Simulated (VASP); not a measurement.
# LiTiH6O2F6 (P321) in VASP: further runs, part 2 of 2

VASP 6.6.1.

## Step 3: Electric field gradients, r2SCAN, collinear spin, ferromagnetic start

The input, POSCAR:

```
LiTiH6O2F6
1.0
    6.1359104610      0.0000000000      0.0000000000
   -3.0679552305      5.3138543346      0.0000000000
    0.0000000000      0.0000000000      5.6151890000
Li Ti H O F
1 1 6 2 6
Direct
    0.0000000000      0.0000000000      0.5000000000
    0.0000000000      0.0000000000      0.0000000000
    0.1859310000      0.4931480000      0.2760630000
    0.5068520000      0.6927830000      0.2760630000
    0.4931480000      0.1859310000      0.7239370000
    0.3072170000      0.8140690000      0.2760630000
    0.6927830000      0.5068520000      0.7239370000
    0.8140690000      0.3072170000      0.7239370000
    0.3333333333      0.6666666667      0.3229850000
    0.6666666667      0.3333333333      0.6770150000
    0.2501020000      0.0118600000      0.2341360000
    0.9881400000      0.2382420000      0.2341360000
    0.0118600000      0.2501020000      0.7658640000
    0.7617580000      0.7498980000      0.2341360000
    0.2382420000      0.9881400000      0.7658640000
    0.7498980000      0.7617580000      0.7658640000
```

The input, INCAR.step1:

```
ALGO = Normal ; EDIFF = 1E-4
ENCUT = 520 ; GGA = PE
ISMEAR = -1 ; ISPIN = 2
LASPH = True ; LCHARG = False
LMAXMIX = 4 ; LREAL = Auto
LWAVE = True ; MAGMOM = 0 1 0 0 0 0 0 0 0 0 0 0 0 0 0 0
NBANDS = 56 ; NELM = 150
PREC = Accurate ; SIGMA = 0.02
```

The input, INCAR.step2:

```
ALGO = Normal ; EDIFF = 1E-8
ENCUT = 520 ; ISIF = 2
ISMEAR = -1 ; ISPIN = 2
ISTART = 1 ; LASPH = True
LCHARG = False ; LEFG = True
LMAXMIX = 4 ; LMIXTAU = True
LORBIT = 11 ; LREAL = Auto
LWAVE = False ; MAGMOM = 0 1 0 0 0 0 0 0 0 0 0 0 0 0 0 0
METAGGA = R2SCAN ; NBANDS = 56
NELM = 150 ; PREC = Accurate
SIGMA = 0.02
```

The input, KPOINTS:

```
k-points
0
Gamma
  5 5 4
```

Potentials or basis: VASP PAW PBE potentials, release 64 (Li_sv, Ti_sv, H, O, F).

Started as:

```
cat potpaw_PBE.64/Li_sv/POTCAR potpaw_PBE.64/Ti_sv/POTCAR potpaw_PBE.64/H/POTCAR potpaw_PBE.64/O/POTCAR potpaw_PBE.64/F/POTCAR > POTCAR
cp INCAR.step1 INCAR
mpirun -np 1 vasp_std > vasp.out
cp INCAR.step2 INCAR
mpirun -np 1 vasp_std > vasp.out
```

OUTCAR:

```text
EDIFF = 1E-8
   ENCUT = 520
   ISIF = 2
   ISMEAR = -1
   ISPIN = 2
   ISTART = 1
   LASPH = True
   LORBIT = 11
   LREAL = Auto
   METAGGA = R2SCAN
   NELM = 150
   PREC = Accurate

 ion  position               nearest neighbor table
   1  0.000  0.000  0.500-  11 2.12  15 2.12  12 2.12  16 2.12  13 2.12  14 2.12
   2  0.000  0.000  0.000-  11 1.99  15 1.99  12 1.99  16 1.99  13 1.99  14 1.99
   3  0.186  0.493  0.276-   9 1.03
   4  0.507  0.693  0.276-   9 1.03
   5  0.493  0.186  0.724-  10 1.03
   6  0.307  0.814  0.276-   9 1.03
   7  0.693  0.507  0.724-  10 1.03
   8  0.814  0.307  0.724-  10 1.03
   9  0.333  0.667  0.323-   6 1.03   3 1.03   4 1.03
  10  0.667  0.333  0.677-   8 1.03   5 1.03   7 1.03
  11  0.250  0.012  0.234-   2 1.99   1 2.12
  12  0.988  0.238  0.234-   2 1.99   1 2.12
  13  0.012  0.250  0.766-   2 1.99   1 2.12
  14  0.762  0.750  0.234-   2 1.99   1 2.12
  15  0.238  0.988  0.766-   2 1.99   1 2.12
  16  0.750  0.762  0.766-   2 1.99   1 2.12

  LATTYP: Found a hexagonal cell.
 ALAT       =     6.1359104610
 C/A-ratio  =     0.9151354205

  Lattice vectors:

 A1 = (   6.1359104610,   0.0000000000,   0.0000000000)
 A2 = (  -3.0679552305,   5.3138543346,   0.0000000000)
 A3 = (   0.0000000000,   0.0000000000,   5.6151890000)

Analysis of symmetry for initial positions (statically):
=====================================================================
 Subroutine PRICEL returns:
 Original cell was already a primitive cell.

 Routine SETGRP: Setting up the symmetry group for a
 hexagonal supercell.

 Subroutine GETGRP returns: Found  6 space group operations
 (whereof  6 operations were pure point group operations)
 out of a pool of 24 trial point group operations.

The static configuration has the point symmetry D_3 .

Analysis of symmetry for dynamics (positions and initial velocities):
=====================================================================
 Subroutine PRICEL returns:
 Original cell was already a primitive cell.

 Routine SETGRP: Setting up the symmetry group for a
 hexagonal supercell.

 Subroutine GETGRP returns: Found  6 space group operations
 (whereof  6 operations were pure point group operations)
 out of a pool of 24 trial point group operations.

The dynamic configuration has the point symmetry D_3 .

Analysis of structural, dynamic, and magnetic symmetry:
=====================================================================
 Subroutine PRICEL returns:
 Original cell was already a primitive cell.

 Routine SETGRP: Setting up the symmetry group for a
 hexagonal supercell.

 Subroutine GETGRP returns: Found  6 space group operations
 (whereof  6 operations were pure point group operations)
 out of a pool of 24 trial point group operations.

[... 1066 lines left out ...]
      1     -59.1112      1.00000
      2     -46.8071      1.00000
      3     -34.8709      1.00000
      4     -34.8708      1.00000
      5     -33.5328      1.00000
      6     -25.6730      1.00000
[... 873 lines left out ...]
     48       7.8536      0.00000
     49      10.1248      0.00000
 [bands above 49 left out]

------------------------ aborting loop because EDIFF is reached ----------------------------------------

  FORCE on cell =-STRESS in cart. coord.  units (eV):
  Direction    XX          YY          ZZ          XY          YZ          ZX
  --------------------------------------------------------------------------------------
  -------------------------------------------------------------------------------------
  Total       -2.2357643     -2.2357643     -2.5981105      0.0000000      0.0000000     -0.0000000
  in kB      -19.5651670    -19.5651670    -22.7360574      0.0000000      0.0000000     -0.0000000
  external PRESSURE =     -20.6221304 kB  Pullay stress =       0.0000000 kB

 VOLUME and BASIS-vectors are now :
 -----------------------------------------------------------------------------
  energy-cutoff  :      520.00
  volume of cell :      183.09
      direct lattice vectors                 reciprocal lattice vectors
     6.135910461  0.000000000  0.000000000     0.162974999  0.094093659  0.000000000
    -3.067955230  5.313854335  0.000000000     0.000000000  0.188187319  0.000000000
     0.000000000  0.000000000  5.615189000     0.000000000  0.000000000  0.178088396

 POSITION                                       TOTAL-FORCE (eV/Angst)
 -----------------------------------------------------------------------------------
      0.00000      0.00000      2.80759        -0.000000      0.000000      0.000000
      0.00000      0.00000      0.00000        -0.000000      0.000000      0.000000
     -0.37210      2.62052      1.55015         0.148914      0.311047      0.125187
      0.98457      3.68135      1.55015        -0.343832     -0.026561      0.125187
      2.45548      0.98801      4.06504         0.194918      0.284487     -0.125187
     -0.61247      4.32584      1.55015         0.194918     -0.284487      0.125187
[... 8 lines left out ...]
     -1.56974      5.25083      4.30047        -0.164920      0.041180      0.050430
      2.26427      4.04787      4.30047         0.118123      0.122235      0.050430
 -----------------------------------------------------------------------------------
    total drift:                                0.000001      0.000001      0.000001

  FREE ENERGIE OF THE ION-ELECTRON SYSTEM (eV)
  ---------------------------------------------------
  free  energy   TOTEN  =       -99.7775960521 eV

  energy  without entropy=      -99.7775960336  energy(sigma->0) =      -99.77759604

 Electric field gradients (V/A^2)
---------------------------------------------------------------------
 ion       V_xx      V_yy      V_zz      V_xy      V_xz      V_yz
---------------------------------------------------------------------
   1      -0.128    -0.127     0.254     0.001     0.000    -0.000
   2      71.843    71.841  -143.684    -0.001    -0.000     0.000
   3      -4.082    13.903    -9.822     8.943     2.951     7.303
   4      17.153    -7.330    -9.823     3.318    -7.800    -1.095
   5       1.662     8.160    -9.822    12.259    -4.849    -6.207
   6       1.663     8.159    -9.822   -12.260     4.848    -6.208
[... 8 lines left out ...]
  15      13.643    -4.487    -9.156    29.099   -44.911    -4.323
  16     -25.155    34.311    -9.156    -6.693    18.712    41.056
---------------------------------------------------------------------

 Electric field gradients after diagonalization (V/A^2)
 (convention: |V_zz| > |V_xx| > |V_yy|)
----------------------------------------------------------------------
 ion       V_xx      V_yy      V_zz     asymmetry (V_yy - V_xx)/ V_zz
----------------------------------------------------------------------
   1      -0.128    -0.126     0.254       0.008
   2      71.844    71.840  -143.684       0.000
   3     -11.924    -7.771    19.695       0.211
   4     -11.925    -7.771    19.696       0.211
   5     -11.924    -7.771    19.695       0.211
   6     -11.924    -7.772    19.696       0.211
[... 8 lines left out ...]
  15     -49.538    -9.683    59.221       0.673
  16     -49.536    -9.686    59.222       0.673
----------------------------------------------------------------------

           NMR quadrupolar parameters

 Cq : quadrupolar parameter    Cq=e*Q*V_zz/h
 eta: asymmetry parameters     (V_yy - V_xx)/ V_zz
 Q  : nuclear electric quadrupole moment in mb (millibarn)
----------------------------------------------------------------------
 ion       Cq(MHz)       eta       Q (mb)
----------------------------------------------------------------------
   1       0.001       0.008       1.000
   2      -0.347       0.000       1.000
   3       0.048       0.211       1.000
   4       0.048       0.211       1.000
   5       0.048       0.211       1.000
   6       0.048       0.211       1.000
[... 8 lines left out ...]
  15       0.143       0.673       1.000
  16       0.143       0.673       1.000
----------------------------------------------------------------------

 total charge

# of ion       s       p       d       tot
------------------------------------------
    1        2.004   0.010   0.000   2.014
    2        2.150   6.162   1.763  10.076
    3        0.520   0.122   0.000   0.642
    4        0.520   0.122   0.000   0.642
    5        0.520   0.122   0.000   0.642
    6        0.520   0.122   0.000   0.642
[... 8 lines left out ...]
   15        1.740   4.401   0.000   6.141
   16        1.740   4.401   0.000   6.141
--------------------------------------------------
tot         20.818  40.807   1.763  63.389

 magnetization (x)

# of ion       s       p       d       tot
------------------------------------------
    1        0.000  -0.000   0.000  -0.000
    2        0.011   0.005   0.880   0.896
    3        0.000  -0.000   0.000   0.000
    4        0.000  -0.000   0.000   0.000
    5        0.000  -0.000   0.000   0.000
    6        0.000  -0.000   0.000   0.000
[... 8 lines left out ...]
   15        0.000   0.001   0.000   0.001
   16        0.000   0.001   0.000   0.001
--------------------------------------------------
tot          0.012   0.009   0.880   0.901
```

It took 16 min on 1 thread of Intel Xeon 6975P-C (Granite Rapids), shared host; peak memory 0.56 GiB.

Results:

* Free energy: -99.7776 eV
* Largest force: 0.367 eV/Å
* Band gap on the k mesh: 0.64 eV, indirect (least direct gap 0.71 eV)
* Net moment: 1.00 μB per cell
* Site moments: Li -0.00; Ti +0.90; H +0.00; O -0.00; F +0.00 μB
* Valence electrons inside the program's atomic spheres: Li 2.01; Ti 10.08; H 0.64; O 5.30; F 6.14

Forces on the atoms (eV/Å):
```
Li   0.000  0.000  0.000
Ti   0.000  0.000  0.000
H    0.149  0.311  0.125
H   -0.344 -0.027  0.125
H    0.195  0.284 -0.125
H    0.195 -0.284  0.125
H    0.149 -0.311 -0.125
H   -0.344  0.027 -0.125
O    0.000  0.000 -0.295
O    0.000  0.000  0.295
F   -0.165 -0.041 -0.050
F    0.118 -0.122 -0.050
F    0.047 -0.163  0.050
F    0.047  0.163 -0.050
F   -0.165  0.041  0.050
F    0.118  0.122  0.050
```

Levels at points of the mesh, in eV from the valence-band top:
Spin up:
```
           k point  band 36  band 37  band 38  band 39  band 40  band 41
(0.00, 0.00, 0.00)    -5.34    -5.34    -0.07     0.65     0.65     2.46
(0.00, 0.00, 0.50)    -5.61    -5.35     0.00     0.72     0.72     2.89
```
Spin down:
| k point | band 34 | band 35 | band 36 | band 37 | band 38 | band 39 | band 40 | band 41 |
| --- | --- | --- | --- | --- | --- | --- | --- | --- |
| (0.00, 0.00, 0.00) | -5.53 | -5.40 | -5.30 | -5.30 | 1.48 | 1.48 | 2.27 | 3.04 |
| (0.00, 0.00, 0.50) | -5.65 | -5.58 | -5.58 | -5.35 | 1.54 | 1.54 | 2.76 | 3.18 |

Electric field gradients, principal values (V/Å²):
| atom | least | middle | greatest (by size) |
| --- | --- | --- | --- |
| 1 Li | -0.126 | -0.128 | 0.254 |
| 2 Ti | 71.840 | 71.844 | -143.684 |
| 3 H | -7.771 | -11.924 | 19.695 |
| 4 H | -7.771 | -11.925 | 19.696 |
| 5 H | -7.771 | -11.924 | 19.695 |
| 6 H | -7.772 | -11.924 | 19.696 |
| 7 H | -7.771 | -11.925 | 19.696 |
| 8 H | -7.772 | -11.924 | 19.696 |
| 9 O | 69.298 | 69.303 | -138.601 |
| 10 O | 69.298 | 69.303 | -138.601 |
| 11 F | -9.682 | -49.536 | 59.218 |
| 12 F | -9.683 | -49.538 | 59.221 |
| 13 F | -9.682 | -49.536 | 59.218 |
| 14 F | -9.686 | -49.536 | 59.222 |
| 15 F | -9.683 | -49.538 | 59.221 |
| 16 F | -9.686 | -49.536 | 59.222 |

Caveat: the cutoff is under 1.25 times the usual one of these potentials, so pressure, stress and relaxed cells hold a basis-set (Pulay) error; without QUAD_EFG the Cq values of the log hold for a quadrupole moment of 1 mb, not for the nuclei; the PAW data sets were made with another functional, which shifts forces and pressure a little.
